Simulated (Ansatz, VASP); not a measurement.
CrGaPd3 in VASP and in Ansatz

Contents of INCAR:

```
PREC     = Accurate       # precision mode
ENCUT    = 600            # plane-wave cutoff, eV
EDIFF    = 1E-6           # SCF threshold, eV
ISMEAR   = 0              # smearing method
SIGMA    = 0.1            # smearing width, eV
LREAL    = False          # projectors in reciprocal space
LASPH    = True           # aspherical terms in the spheres
NELM     = 80             # most SCF steps
ALGO     = Normal         # electronic algorithm
ISIF     = 3              # what is computed and relaxed
LWAVE    = False          # write WAVECAR
LCHARG   = False          # write CHGCAR
GGA      = PE             # functional
IBRION   = 2              # ionic algorithm
NSW      = 90             # ionic steps
EDIFFG   = -0.04          # ionic threshold
```

KPOINTS

```
Automatic mesh
0
Gamma
  4 4 4
```

POSCAR

```
CrGaPd3
1.0
    4.0874514762      0.0000000000      0.0000000000
    0.0000000000      4.0874514762      0.0000000000
    0.0000000000      0.0000000000      4.0874514762
Cr Ga Pd
1 1 3
Direct
    0.5000000000      0.5000000000      0.5000000000
    0.0000000000      0.0000000000      0.0000000000
    0.0000000000      0.5000000000      0.5000000000
    0.5000000000      0.0000000000      0.5000000000
    0.5000000000      0.5000000000      0.0000000000
```

Input for Ansatz:

```yaml
crystal:
  lattice:
    - [4.0874514762, 0.0, 0.0]
    - [0.0, 4.0874514762, 0.0]
    - [0.0, 0.0, 4.0874514762]
  atoms:
    - { symbol: Cr, position: [0.5, 0.5, 0.5] }
    - { symbol: Ga, position: [0.0, 0.0, 0.0] }
    - { symbol: Pd, position: [0.0, 0.5, 0.5] }
    - { symbol: Pd, position: [0.5, 0.0, 0.5] }
    - { symbol: Pd, position: [0.5, 0.5, 0.0] }
basis:
  ecutwfc: 420
kpoints:
  mp_grid: { grid: [4, 4, 4] }
hamiltonian:
  xc: pbe
scf:
  occupations: { method: gaussian, width: 0.1 }
  lower_state_search: "off"
output:
  forces: true
  stress: true
  eigenvalues: true
relax:
  adjacent_minimum: "off"
  f_tol: 0.04
  max_steps: 70
  cell: { stress_tol: 0.4 }
```

Alike in both runs: task relaxation of cell and atoms; functional PBE; k mesh 4 × 4 × 4; occupations gaussian, width 0.1 eV; no spin polarisation.

|  | VASP | Ansatz |
| --- | --- | --- |
| version | VASP 6.6.1 | Ansatz 0.2.0 |
| potentials or method | VASP PAW PBE potentials, release 64 (Cr_pv, Ga_d, Pd), cutoff 600 eV | scalar-relativistic, plane waves, PAW |
| valence electrons in the cell | 55 | 81 |

|  | VASP | Ansatz | Ansatz less VASP |
| --- | --- | --- | --- |
| gap on the k mesh at the Fermi level, each at its own relaxed structure (eV) | none | none | - |
| relaxed volume (Å³/atom) | 19.29 | 19.33 | +0.043 |
| relaxed cell length with the largest relative difference (Å) | 4.586 | 4.589 | +0.0034 |

A gap of «none» marks a metal or a gap that the smearing closes. VASP's potentials hold 55 valence electrons a cell and Ansatz's 81, so a difference there can come from the potentials and not from the codes.

The k mesh is coarse, so the values compare programs but aren't converged. Noted on VASP's run: the volume moved by over 15 % at a fixed basis, so the end points are rough.
